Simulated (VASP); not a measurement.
# Li16F (a cell with a defect) in VASP: notebook

The runs below take Li16F (a cell with a defect) through single point, with PBE.

Everything below comes from runs of VASP 6.6.1. Logs are shortened: lines on timing, memory, paths and dates and some standing lists are left out, and cuts for length are marked.

## (1) The cell of the first run

The cell holds a defect, 17 atoms: a = 6.980 Å, b = 6.980 Å, c = 6.980 Å, α = 90.00°, β = 90.00°, γ = 90.00°.

## (2) Single point, PBE

Input file INCAR:

```
PREC = Accurate
ENCUT = 520
EDIFF = 1E-7
ISMEAR = 0
SIGMA = 0.15
LREAL = Auto
LASPH = True
NELM = 60
ALGO = Normal
ISIF = 2
LWAVE = False
LCHARG = False
GGA = PE
NBANDS = 42
```

Input file KPOINTS:

```
Automatic mesh
0
Gamma
  3 3 3
```

Input file POSCAR:

```
Li16F
1.0
    6.9800000000      0.0000000000      0.0000000000
    0.0000000000      6.9800000000      0.0000000000
    0.0000000000      0.0000000000      6.9800000000
Li F
16 1
Direct
   -0.0005184814      0.0034419771      0.0199558739
    0.4997842407     -0.0045153295      0.0045965616
   -0.0006591691      0.4754696275     -0.0174425501
   -0.0005250716      0.0034712034      0.4802349570
    0.2669412607      0.2741312321      0.2501127507
    0.4994938395      0.5135472779     -0.0081581662
    0.4997911175     -0.0045088825      0.4955945559
    0.7316194842      0.2741959885      0.2501093123
   -0.0006567335      0.4754514327      0.5176853868
    0.2299550143      0.7462054441      0.2500767908
    0.2573244986      0.2359263610      0.7500846705
    0.4994982808      0.5135968481      0.5082836676
    0.7688616046      0.7459568768      0.2500832378
    0.7418881089      0.2356474212      0.7500808023
    0.2447174785      0.7543199140      0.7500330946
    0.7541111748      0.7542607450      0.7500265043
   -0.0003802292      0.8745289398      0.2500527221
```

Potentials or basis: VASP PAW PBE potentials, release 64 (Li_sv, F).

Run with:

```console
cat potpaw_PBE.64/Li_sv/POTCAR potpaw_PBE.64/F/POTCAR > POTCAR
mpirun -np 1 vasp_std > vasp.out
```

OUTCAR:

```text
PREC = Accurate
   ENCUT = 520
   EDIFF = 1E-7
   ISMEAR = 0
   LREAL = Auto
   LASPH = True
   NELM = 60
   ISIF = 2
   GGA = PE

 ion  position               nearest neighbor table
   1  0.999  0.003  0.020-  17 1.84
   2  0.500  0.995  0.005-
   3  0.999  0.475  0.983-
   4  0.999  0.003  0.480-  17 1.84
   5  0.267  0.274  0.250-
   6  0.499  0.514  0.992-
   7  0.500  0.995  0.496-
   8  0.732  0.274  0.250-
   9  0.999  0.475  0.518-
  10  0.230  0.746  0.250-  17 1.84
  11  0.257  0.236  0.750-
  12  0.499  0.514  0.508-
  13  0.769  0.746  0.250-  17 1.84
  14  0.742  0.236  0.750-
  15  0.245  0.754  0.750-
  16  0.754  0.754  0.750-
  17  1.000  0.875  0.250-  10 1.84   1 1.84   4 1.84  13 1.84

  LATTYP: Found a simple cubic cell.
 ALAT       =     6.9800000000

  Lattice vectors:

 A1 = (   6.9800000000,   0.0000000000,   0.0000000000)
 A2 = (   0.0000000000,   6.9800000000,   0.0000000000)
 A3 = (   0.0000000000,   0.0000000000,   6.9800000000)

Analysis of symmetry for initial positions (statically):
=====================================================================
 Subroutine PRICEL returns:
 Original cell was already a primitive cell.

 Routine SETGRP: Setting up the symmetry group for a
 simple cubic supercell.

 Subroutine GETGRP returns: Found  1 space group operations
 (whereof  1 operations were pure point group operations)
 out of a pool of 48 trial point group operations.

The static configuration has the point symmetry C_1 .

Analysis of symmetry for dynamics (positions and initial velocities):
=====================================================================
 Subroutine PRICEL returns:
 Original cell was already a primitive cell.

 Routine SETGRP: Setting up the symmetry group for a
 simple cubic supercell.

 Subroutine GETGRP returns: Found  1 space group operations
 (whereof  1 operations were pure point group operations)
 out of a pool of 48 trial point group operations.

The dynamic configuration has the point symmetry C_1 .

 Subroutine INISYM returns: Found  1 space group operations
 (whereof  1 operations are pure point group operations),
 and found     1 'primitive' translations

----------------------------------------------------------------------------------------

                                     Primitive cell

  volume of cell :     340.0684

  direct lattice vectors                    reciprocal lattice vectors
     6.980000000  0.000000000  0.000000000     0.143266476  0.000000000  0.000000000
     0.000000000  6.980000000  0.000000000     0.000000000  0.143266476  0.000000000
     0.000000000  0.000000000  6.980000000     0.000000000  0.000000000  0.143266476

  length of vectors
     6.980000000  6.980000000  6.980000000     0.143266476  0.143266476  0.143266476

  position of ions in fractional coordinates (direct lattice)
     0.999481519  0.003441977  0.019955874
     0.499784241  0.995484670  0.004596562
     0.999340831  0.475469627  0.982557450
     0.999474928  0.003471203  0.480234957
     0.266941261  0.274131232  0.250112751
     0.499493839  0.513547278  0.991841834
[... 9 lines left out ...]
     0.754111175  0.754260745  0.750026504
     0.999619771  0.874528940  0.250052722

  ion indices of the primitive-cell ions
   primitive index   ion index
                 1           1
                 2           2
                 3           3
                 4           4
                 5           5
                 6           6
[... 9 lines left out ...]
                16          16
                17          17

----------------------------------------------------------------------------------------

 KPOINTS: Automatic mesh

Automatic generation of k-mesh.
 Grid dimensions read from file:
 generate k-points for:    3    3    3

 Generating k-lattice:

  Cartesian coordinates                     Fractional coordinates (reciprocal lattice)
     0.047755492  0.000000000  0.000000000     0.333333333  0.000000000  0.000000000
     0.000000000  0.047755492  0.000000000     0.000000000  0.333333333  0.000000000
     0.000000000  0.000000000  0.047755492     0.000000000  0.000000000  0.333333333

  Length of vectors
     0.047755492  0.047755492  0.047755492

  Shift w.r.t. Gamma in fractional coordinates (k-lattice)
     0.000000000  0.000000000  0.000000000

 Subroutine IBZKPT returns following result:
 ===========================================

 Found     14 irreducible k-points:

 Following reciprocal coordinates:
            Coordinates               Weight
  0.000000  0.000000  0.000000      1.000000
  0.333333  0.000000  0.000000      2.000000
  0.000000  0.333333  0.000000      2.000000
  0.000000  0.000000  0.333333      2.000000
  0.333333  0.333333  0.000000      2.000000
  0.000000  0.333333  0.333333      2.000000
  0.333333  0.000000  0.333333      2.000000
 -0.333333  0.333333  0.000000      2.000000
 -0.333333  0.000000  0.333333      2.000000
  0.000000 -0.333333  0.333333      2.000000
  0.333333  0.333333  0.333333      2.000000
 -0.333333  0.333333  0.333333      2.000000
 -0.333333 -0.333333  0.333333      2.000000
  0.333333 -0.333333  0.333333      2.000000
   k-points           NKPTS =     14   k-points in BZ     NKDIM =     14   number of bands    NBANDS=     42
   number of dos      NEDOS =    301   number of ions     NIONS =     17
   total plane-waves  NPLWV = 157464
   dimension x,y,z NGX =    54 NGY =   54 NGZ =   54
   dimension x,y,z NGXF=   108 NGYF=  108 NGZF=  108
   ions per type =              16   1
   NGX,Y,Z   is equivalent  to a cutoff of  12.86, 12.86, 12.86 a.u.
   NGXF,Y,Z  is equivalent  to a cutoff of  25.72, 25.72, 25.72 a.u.
 SYSTEM =  unknown system
   PREC   = accura    normal or accurate (medium, high low for compatibility)
   ISTART =      0    job   : 0-new  1-cont  2-samecut
   ICHARG =      2    charge: 1-file 2-atom 10-const
   ISPIN  =      1    spin polarized calculation?
   LNONCOLLINEAR =      F non collinear calculations
   LSORBIT =      F    spin-orbit coupling
   LASPH  =      T    aspherical Exc in radial PAW
   ENCUT  =  520.0 eV  38.22 Ry    6.18 a.u.  12.98 12.98 12.98*2*pi/ulx,y,z
   NELM   =     60;   NELMIN=  2; NELMDL= -5     # of ELM steps
   EDIFF  = 0.1E-06   stopping-criterion for ELM
   LREAL  =      T    real-space projection
   EDIFFG = 0.1E-05   stopping-criterion for IOM
   NSW    =      0    number of steps for IOM
   IBRION =     -1    ionic relax: 0-MD 1-quasi-New 2-CG
   NFREE  =      0    steps in history (QN), initial steepest desc. (CG)
   ISIF   =      2    stress and relaxation
   ISYM   =      2    0-nonsym 1-usesym 2-fastsym
   POTIM  = 0.5000    time-step for ionic-motion
   TEBEG  =    0.0;   TEEND  =   0.0 temperature during run
   PSTRESS=    0.0 pullay stress
   NELECT =      55.0000    total number of electrons
   NUPDOWN=      -1.0000    fix difference up-down
   EMIN   =  10.00;   EMAX   =-10.00  energy-range for DOS
   EFERMI =   0.00;   METHOD = LEGACY
   ISMEAR =     0;   SIGMA  =   0.15  broadening in eV -4-tet -1-fermi 0-gaus
   EFERMI_NEDOS =   21; number of points for ismear=-14 and -15
   IALGO  =     38    algorithm
   IMIX   =      4    mixing-type and parameters
     AMIX     =   0.40;   BMIX     =  1.00
     AMIX_MAG =   1.60;   BMIX_MAG =  1.00
  volume/ion in A,a.u.               =      20.00       134.99
  Fermi-wavevector in a.u.,A,eV,Ry     =   0.891950  1.685540 10.824442  0.795574
  Thomas-Fermi vector in A             =   2.013836
   LORBIT       =      0    0 simple, 1 ext, 2 COOP (PROOUT), +10 PAW based schemes
   GGA     = PE    functional components
   LHFCALC =     F    Hartree Fock is set to
   AEXX    =    0.0000 exact exchange contribution
   IVDW    =     0    specifies the selected vdW correction
   LEPSILON=     F    determine dielectric tensor
   LRPA    =     F    only Hartree local field effects (RPA)
 non-spin polarized calculation
 Gauss-broadening in eV      SIGMA  =   0.15
  energy-cutoff  :      520.00
  volume of cell :      340.07
 maximum number of plane-waves:      9180
 NGX is ok and might be reduce to    54
   NGX = 25   NGY = 25   NGZ = 25

 number of electron      54.9999994 magnetization

 Free energy of the ion-electron system (eV)
  ---------------------------------------------------
  ext. energy  EPLUGINS =         0.00000000
  ---------------------------------------------------
  free energy    TOTEN  =       -37.54092034 eV

  energy without entropy =      -37.43104328  energy(sigma->0) =      -37.48598181

 E-fermi :   0.7006     XC(G=0):  -7.0335

 val. band max:        0.6125707007   @ k =   0.3333   0.3333   0.3333
 cond. band min:       0.7357004829   @ k =  -0.3333   0.3333   0.0000
 fundamental gap:      0.1231297822
 Fermi energy:         0.7006279040

 k-point     1 :       0.0000    0.0000    0.0000
  band No.  band energies     occupation
      1     -45.9755      2.00000
      2     -45.9672      2.00000
      3     -45.9636      2.00000
      4     -45.9630      2.00000
      5     -45.9613      2.00000
      6     -45.9606      2.00000
[... 31 lines left out ...]
     38       3.8264      0.00000
     39       3.8810      0.00000

 k-point     2 :       0.3333    0.0000    0.0000
  band No.  band energies     occupation
      1     -45.9752      2.00000
      2     -45.9669      2.00000
      3     -45.9643      2.00000
      4     -45.9636      2.00000
      5     -45.9610      2.00000
      6     -45.9606      2.00000
[... 31 lines left out ...]
     38       3.8920      0.00000
     39       3.9175      0.00000

 k-point     3 :       0.0000    0.3333    0.0000
  band No.  band energies     occupation
      1     -45.9745      2.00000
      2     -45.9690      2.00000
      3     -45.9636      2.00000
      4     -45.9628      2.00000
      5     -45.9610      2.00000
      6     -45.9605      2.00000
[... 412 lines left out ...]
 k-point    13 :      -0.3333   -0.3333    0.3333
  band No.  band energies     occupation
      1     -45.9740      2.00000
      2     -45.9679      2.00000
      3     -45.9650      2.00000
      4     -45.9640      2.00000
      5     -45.9611      2.00000
      6     -45.9596      2.00000
[... 31 lines left out ...]
     38       3.9644      0.00000
     39       4.1195      0.00000

 k-point    14 :       0.3333   -0.3333    0.3333
  band No.  band energies     occupation
      1     -45.9740      2.00000
      2     -45.9679      2.00000
      3     -45.9650      2.00000
      4     -45.9641      2.00000
      5     -45.9611      2.00000
      6     -45.9596      2.00000
[... 31 lines left out ...]
     38       3.9636      0.00000
     39       4.1195      0.00000
 [bands above 39 left out]

------------------------ aborting loop because EDIFF is reached ----------------------------------------

  FORCE on cell =-STRESS in cart. coord.  units (eV):
  Direction    XX          YY          ZZ          XY          YZ          ZX
  --------------------------------------------------------------------------------------
  -------------------------------------------------------------------------------------
  Total       -0.3737174     -0.7209351     -0.3549892     -0.0071282     -0.0016597     -0.0009111
  in kB       -1.7607093     -3.3965694     -1.6724743     -0.0335832     -0.0078193     -0.0042927
  external PRESSURE =      -2.2765843 kB  Pullay stress =       0.0000000 kB

 VOLUME and BASIS-vectors are now :
 -----------------------------------------------------------------------------
  energy-cutoff  :      520.00
  volume of cell :      340.07
      direct lattice vectors                 reciprocal lattice vectors
     6.980000000  0.000000000  0.000000000     0.143266476  0.000000000  0.000000000
     0.000000000  6.980000000  0.000000000     0.000000000  0.143266476  0.000000000
     0.000000000  0.000000000  6.980000000     0.000000000  0.000000000  0.143266476

 POSITION                                       TOTAL-FORCE (eV/Angst)
 -----------------------------------------------------------------------------------
      6.97638      0.02403      0.13929        -0.000920      0.001695     -0.014714
      3.48849      6.94848      0.03208        -0.004187     -0.001821      0.002210
      6.97540      3.31878      6.85825         0.000269     -0.000324      0.003684
      6.97634      0.02423      3.35204        -0.000623      0.000851      0.013206
      1.86325      1.91344      1.74579        -0.003033      0.005716     -0.000516
      3.48647      3.58456      6.92306        -0.000944      0.000751      0.003237
[... 9 lines left out ...]
      5.26370      5.26474      5.23519         0.007945      0.003932      0.000168
      6.97735      6.10421      1.74537        -0.005856     -0.002504      0.000548
 -----------------------------------------------------------------------------------
    total drift:                               -0.002511      0.018734      0.001094

  FREE ENERGIE OF THE ION-ELECTRON SYSTEM (eV)
  ---------------------------------------------------
  free  energy   TOTEN  =       -37.5409203403 eV

  energy  without entropy=      -37.4310432820  energy(sigma->0) =      -37.48598181
```

Wall time 3.3 min (1 thread of AMD EPYC 9R45 (Zen 5), shared host); peak memory 0.39 GiB.

What came out:

* Free energy: -37.5409 eV
* Largest force: 0.018 eV/Å

Forces on the atoms (eV/Å):
```
Li  -0.001  0.002 -0.015
Li  -0.004 -0.002  0.002
Li   0.000  0.000  0.004
Li  -0.001  0.001  0.013
Li  -0.003  0.006 -0.001
Li  -0.001  0.001  0.003
Li  -0.004 -0.002 -0.001
Li   0.006  0.006  0.001
Li   0.001  0.000 -0.004
Li   0.014 -0.012  0.001
Li  -0.002 -0.001  0.000
Li  -0.001  0.001 -0.004
Li  -0.004 -0.004  0.000
Li   0.003  0.000 -0.001
Li  -0.004  0.004  0.000
Li   0.008  0.004  0.000
F   -0.006 -0.003  0.001
```

Levels at points of the mesh, in eV from the Fermi level:
```csv
k point,band 25,band 26,band 27,band 28,band 29,band 30
"(0.00, 0.00, 0.00)",-1.03,-1.03,-0.65,0.20,0.21,0.40
```

Caveat: the cutoff is under 1.25 times the usual one of these potentials, so pressure, stress and relaxed cells hold a basis-set (Pulay) error; an odd number of electrons without spin polarisation forces a metal; a magnetic or distorted state may lie lower.

[end of part 1 of 4]
